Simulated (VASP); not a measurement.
# CsCaH3 (P4/mmm) in VASP: notebook

CsCaH3 is run at these levels: LDA; tasks: single point.

All numbers are computed with VASP 6.6.1; they aren't measurements. Logs are shortened: lines on timing, memory, paths and dates and some standing lists are left out, and cuts for length are marked.

## Step 1: The cell of the first run

Symmetry: P4/mmm, No. 123, tetragonal system. Conventional cell: a = 4.621 Å, b = 4.621 Å, c = 4.691 Å, α = 90.00°, β = 90.00°, γ = 90.00°. Cs (site symmetry 4/mmm) has 12 H at 3.27 to 3.29 Å and 8 Ca at 4.02 Å within 4.3 Å. Ca (site symmetry 4/mmm) has 6 H at 2.31 to 2.35 Å within 3.1 Å. Within 3.1 Å of H (site symmetry mmm) lie 2 Ca at 2.31 Å. Within 3.1 Å of H (site symmetry 4/mmm) lie 2 Ca at 2.35 Å.

## Step 2: Single point, LDA (strain +0.0150 x Voigt [1, 0, 0, 0, 0, 0])

INCAR

```
PREC = Accurate ; ENCUT = 520
EDIFF = 1E-7 ; ISMEAR = 0
SIGMA = 0.05 ; LREAL = F
LASPH = T ; NELM = 100
ALGO = Normal ; ISIF = 2
LWAVE = F ; LCHARG = F
NBANDS = 19
```

KPOINTS

```
Automatic mesh
0
Gamma
  6 6 6
```

POSCAR

```
CsCaH3
1.0
    4.6905037900      0.0000000000      0.0000000000
    0.0000000000      4.6211860000      0.0000000000
    0.0000000000      0.0000000000      4.6211860000
Cs Ca H
1 1 3
Direct
    0.0000000000      0.0000000000      0.0000000000
    0.5000000000      0.5000000000      0.5000000000
    0.5000000000      0.0000000000      0.5000000000
    0.0000000000      0.5000000000      0.5000000000
    0.5000000000      0.5000000000      0.0000000000
```

Potentials or basis: VASP PAW LDA potentials, release 64 (Cs_sv, Ca_sv, H).

Launch:

```console
$ cat potpaw_LDA.64/Cs_sv/POTCAR potpaw_LDA.64/Ca_sv/POTCAR potpaw_LDA.64/H/POTCAR > POTCAR
$ mpirun -np 1 vasp_std > vasp.out
```

OUTCAR:

```text
PREC = Accurate
   ENCUT = 520
   EDIFF = 1E-7
   ISMEAR = 0
   LREAL = F
   LASPH = T
   NELM = 100
   ISIF = 2

 ion  position               nearest neighbor table
   1  0.000  0.000  0.000-
   2  0.500  0.500  0.500-
   3  0.500  0.000  0.500-
   4  0.000  0.500  0.500-
   5  0.500  0.500  0.000-

  LATTYP: Found a simple tetragonal cell.
 ALAT       =     4.6211860000
 C/A-ratio  =     1.0150000000

  Lattice vectors:

 A1 = (   0.0000000000,   4.6211860000,   0.0000000000)
 A2 = (   0.0000000000,   0.0000000000,   4.6211860000)
 A3 = (   4.6905037900,   0.0000000000,   0.0000000000)

Analysis of symmetry for initial positions (statically):
=====================================================================
 Subroutine PRICEL returns:
 Original cell was already a primitive cell.

 Routine SETGRP: Setting up the symmetry group for a
 simple tetragonal supercell.

 Subroutine GETGRP returns: Found 16 space group operations
 (whereof 16 operations were pure point group operations)
 out of a pool of 16 trial point group operations.

The static configuration has the point symmetry D_4h.

Analysis of symmetry for dynamics (positions and initial velocities):
=====================================================================
 Subroutine PRICEL returns:
 Original cell was already a primitive cell.

 Routine SETGRP: Setting up the symmetry group for a
 simple tetragonal supercell.

 Subroutine GETGRP returns: Found 16 space group operations
 (whereof 16 operations were pure point group operations)
 out of a pool of 16 trial point group operations.

The dynamic configuration has the point symmetry D_4h.

 Subroutine INISYM returns: Found 16 space group operations
 (whereof 16 operations are pure point group operations),
 and found     1 'primitive' translations

----------------------------------------------------------------------------------------

                                     Primitive cell

  volume of cell :     100.1674

  direct lattice vectors                    reciprocal lattice vectors
     4.690503790  0.000000000  0.000000000     0.213196715  0.000000000  0.000000000
     0.000000000  4.621186000  0.000000000     0.000000000  0.216394666  0.000000000
     0.000000000  0.000000000  4.621186000     0.000000000  0.000000000  0.216394666

  length of vectors
     4.690503790  4.621186000  4.621186000     0.213196715  0.216394666  0.216394666

  position of ions in fractional coordinates (direct lattice)
     0.000000000  0.000000000  0.000000000
     0.500000000  0.500000000  0.500000000
     0.500000000  0.000000000  0.500000000
     0.000000000  0.500000000  0.500000000
     0.500000000  0.500000000  0.000000000

  ion indices of the primitive-cell ions
   primitive index   ion index
                 1           1
                 2           2
                 3           3
                 4           4
                 5           5

----------------------------------------------------------------------------------------

 KPOINTS: Automatic mesh

Automatic generation of k-mesh.
 Grid dimensions read from file:
 generate k-points for:    6    6    6

 Generating k-lattice:

  Cartesian coordinates                     Fractional coordinates (reciprocal lattice)
     0.035532786  0.000000000  0.000000000     0.166666667  0.000000000  0.000000000
     0.000000000  0.036065778  0.000000000     0.000000000  0.166666667  0.000000000
     0.000000000  0.000000000  0.036065778     0.000000000  0.000000000  0.166666667

  Length of vectors
     0.035532786  0.036065778  0.036065778

  Shift w.r.t. Gamma in fractional coordinates (k-lattice)
     0.000000000  0.000000000  0.000000000

 Subroutine IBZKPT returns following result:
 ===========================================

 Found     40 irreducible k-points:

 Following reciprocal coordinates:
            Coordinates               Weight
  0.000000  0.000000  0.000000      1.000000
  0.166667  0.000000  0.000000      2.000000
  0.333333  0.000000  0.000000      2.000000
  0.500000  0.000000  0.000000      1.000000
  0.000000  0.166667  0.000000      4.000000
  0.166667  0.166667  0.000000      8.000000
[... 16 lines left out ...]
  0.333333  0.333333  0.166667     16.000000
  0.500000  0.333333  0.166667      8.000000
 [... further k-points ...]
   k-points           NKPTS =     40   k-points in BZ     NKDIM =     40   number of bands    NBANDS=     19
   number of dos      NEDOS =    301   number of ions     NIONS =      5
   total plane-waves  NPLWV =  46656
   dimension x,y,z NGX =    36 NGY =   36 NGZ =   36
   dimension x,y,z NGXF=    72 NGYF=   72 NGZF=   72
   ions per type =               1   1   3
   NGX,Y,Z   is equivalent  to a cutoff of  12.76, 12.95, 12.95 a.u.
   NGXF,Y,Z  is equivalent  to a cutoff of  25.52, 25.90, 25.90 a.u.
 SYSTEM =  unknown system
   PREC   = accura    normal or accurate (medium, high low for compatibility)
   ISTART =      0    job   : 0-new  1-cont  2-samecut
   ICHARG =      2    charge: 1-file 2-atom 10-const
   ISPIN  =      1    spin polarized calculation?
   LNONCOLLINEAR =      F non collinear calculations
   LSORBIT =      F    spin-orbit coupling
   LASPH  =      T    aspherical Exc in radial PAW
   ENCUT  =  520.0 eV  38.22 Ry    6.18 a.u.   8.72  8.59  8.59*2*pi/ulx,y,z
   NELM   =    100;   NELMIN=  2; NELMDL= -5     # of ELM steps
   EDIFF  = 0.1E-06   stopping-criterion for ELM
   LREAL  =      F    real-space projection
   EDIFFG = 0.1E-05   stopping-criterion for IOM
   NSW    =      0    number of steps for IOM
   IBRION =     -1    ionic relax: 0-MD 1-quasi-New 2-CG
   NFREE  =      0    steps in history (QN), initial steepest desc. (CG)
   ISIF   =      2    stress and relaxation
   ISYM   =      2    0-nonsym 1-usesym 2-fastsym
   POTIM  = 0.5000    time-step for ionic-motion
   TEBEG  =    0.0;   TEEND  =   0.0 temperature during run
   PSTRESS=    0.0 pullay stress
   NELECT =      22.0000    total number of electrons
   NUPDOWN=      -1.0000    fix difference up-down
   EMIN   =  10.00;   EMAX   =-10.00  energy-range for DOS
   EFERMI =   0.00;   METHOD = LEGACY
   ISMEAR =     0;   SIGMA  =   0.05  broadening in eV -4-tet -1-fermi 0-gaus
   EFERMI_NEDOS =   21; number of points for ismear=-14 and -15
   IALGO  =     38    algorithm
   IMIX   =      4    mixing-type and parameters
     AMIX     =   0.40;   BMIX     =  1.00
     AMIX_MAG =   1.60;   BMIX_MAG =  1.00
  volume/ion in A,a.u.               =      20.03       135.19
  Fermi-wavevector in a.u.,A,eV,Ry     =   0.987735  1.866548 13.274111  0.975620
  Thomas-Fermi vector in A             =   2.119210
   LORBIT       =      0    0 simple, 1 ext, 2 COOP (PROOUT), +10 PAW based schemes
   GGA     = CA    functional components
   LHFCALC =     F    Hartree Fock is set to
   AEXX    =    0.0000 exact exchange contribution
   IVDW    =     0    specifies the selected vdW correction
   LEPSILON=     F    determine dielectric tensor
   LRPA    =     F    only Hartree local field effects (RPA)
 non-spin polarized calculation
 Gauss-broadening in eV      SIGMA  =   0.05
  energy-cutoff  :      520.00
  volume of cell :      100.17
 maximum number of plane-waves:      2723
 NGX is ok and might be reduce to    36
   NGX = 17   NGY = 17   NGZ = 17

 number of electron      22.0000007 magnetization

 Free energy of the ion-electron system (eV)
  ---------------------------------------------------
  ext. energy  EPLUGINS =         0.00000000
  ---------------------------------------------------
  free energy    TOTEN  =       -15.86420319 eV

  energy without entropy =      -15.86420319  energy(sigma->0) =      -15.86420319

 E-fermi :  -0.3766     XC(G=0):  -8.3346

 val. band max:       -0.5800572187   @ k =   0.5000   0.5000   0.0000
 cond. band min:       2.2057410514   @ k =   0.0000   0.5000   0.5000
 fundamental gap:      2.7857982701
 Fermi energy:        -0.3766295310

 k-point     1 :       0.0000    0.0000    0.0000
  band No.  band energies     occupation
      1     -39.1815      2.00000
      2     -20.7391      2.00000
      3     -20.4910      2.00000
      4     -20.4829      2.00000
      5     -20.4829      2.00000
      6      -7.4829      2.00000
[... 11 lines left out ...]
     18       6.5498      0.00000
     19       6.5498      0.00000

 k-point     2 :       0.1667    0.0000    0.0000
  band No.  band energies     occupation
      1     -39.1814      2.00000
      2     -20.7420      2.00000
      3     -20.4883      2.00000
      4     -20.4826      2.00000
      5     -20.4826      2.00000
      6      -7.6212      2.00000
[... 11 lines left out ...]
     18       5.9513      0.00000
     19       6.2073      0.00000

 k-point     3 :       0.3333    0.0000    0.0000
  band No.  band energies     occupation
      1     -39.1811      2.00000
      2     -20.7483      2.00000
      3     -20.4823      2.00000
      4     -20.4820      2.00000
      5     -20.4820      2.00000
      6      -7.8679      2.00000
[... 11 lines left out ...]
     18       5.1822      0.00000
     19       6.6647      0.00000

 k-point     4 :       0.5000    0.0000    0.0000
  band No.  band energies     occupation
      1     -39.1809      2.00000
      2     -20.7516      2.00000
      3     -20.4817      2.00000
      4     -20.4817      2.00000
      5     -20.4792      2.00000
      6      -7.9797      2.00000
[... 407 lines left out ...]
     18       5.9302      0.00000
     19       6.8657      0.00000

 k-point    23 :       0.3333    0.3333    0.1667
  band No.  band energies     occupation
      1     -39.1804      2.00000
      2     -20.7143      2.00000
      3     -20.5039      2.00000
      4     -20.4932      2.00000
      5     -20.4861      2.00000
      6      -7.7782      2.00000
[... 11 lines left out ...]
     18       6.2814      0.00000
     19       7.0526      0.00000

 k-point    24 :       0.5000    0.3333    0.1667
  band No.  band energies     occupation
      1     -39.1802      2.00000
      2     -20.7066      2.00000
      3     -20.5035      2.00000
      4     -20.5007      2.00000
      5     -20.4872      2.00000
      6      -7.8386      2.00000
[... 11 lines left out ...]
     18       6.5351      0.00000
     19       7.3067      0.00000

 [... further k-points ...]

------------------------ aborting loop because EDIFF is reached ----------------------------------------

  FORCE on cell =-STRESS in cart. coord.  units (eV):
  Direction    XX          YY          ZZ          XY          YZ          ZX
  --------------------------------------------------------------------------------------
  -------------------------------------------------------------------------------------
  Total       -1.8372537     -1.5173038     -1.5173038      0.0000000      0.0000000      0.0000000
  in kB      -29.3868696    -24.2692710    -24.2692710      0.0000000      0.0000000      0.0000000
  external PRESSURE =     -25.9751372 kB  Pullay stress =       0.0000000 kB

 VOLUME and BASIS-vectors are now :
 -----------------------------------------------------------------------------
  energy-cutoff  :      520.00
  volume of cell :      100.17
      direct lattice vectors                 reciprocal lattice vectors
     4.690503790  0.000000000  0.000000000     0.213196715  0.000000000  0.000000000
     0.000000000  4.621186000  0.000000000     0.000000000  0.216394666  0.000000000
     0.000000000  0.000000000  4.621186000     0.000000000  0.000000000  0.216394666

 POSITION                                       TOTAL-FORCE (eV/Angst)
 -----------------------------------------------------------------------------------
      0.00000      0.00000      0.00000         0.000000      0.000000      0.000000
      2.34525      2.31059      2.31059         0.000000      0.000000      0.000000
      2.34525      0.00000      2.31059         0.000000      0.000000      0.000000
      0.00000      2.31059      2.31059         0.000000      0.000000      0.000000
      2.34525      2.31059      0.00000         0.000000      0.000000      0.000000
 -----------------------------------------------------------------------------------
    total drift:                                0.000000      0.000000      0.000000

  FREE ENERGIE OF THE ION-ELECTRON SYSTEM (eV)
  ---------------------------------------------------
  free  energy   TOTEN  =       -15.8642031879 eV

  energy  without entropy=      -15.8642031879  energy(sigma->0) =      -15.86420319
```

It took 27 s on 1 thread of Intel Xeon 6975P-C (Granite Rapids), shared host; peak memory 0.22 GiB.

Results:

- Free energy: -15.8642 eV
- Pressure: -2.6 GPa
- Band gap on the k mesh: 2.79 eV (least direct gap 2.80 eV)

Levels at points of the mesh, in eV from the valence-band top:
```tsv
k point	band 8	band 9	band 10	band 11	band 12	band 13	band 14	band 15
(0.00, 0.00, 0.00)	-6.88	-2.79	-0.66	-0.66	5.30	5.30	5.37	6.19
(0.50, 0.00, 0.00)	-6.85	-1.29	-0.90	-0.40	4.67	5.15	5.15	5.40
(0.00, 0.50, 0.00)	-6.84	-1.24	-0.88	-0.38	4.68	5.08	5.12	5.25
(0.50, 0.50, 0.00)	-6.80	-1.50	-0.03	0.00	2.80	4.24	4.24	4.94
(0.00, 0.50, 0.50)	-6.82	-1.45	-0.02	-0.02	2.79	4.15	4.15	5.05
(0.50, 0.50, 0.50)	-7.16	-0.61	-0.60	-0.60	4.38	4.43	4.43	4.75
```

Caveat: the cell differs from its parent crystal (strain +0.0150 x Voigt [1, 0, 0, 0, 0, 0]); spin-orbit coupling is left out, which moves the levels of the heavy elements. A k mesh can miss the band edges.

[end of part 1 of 2]
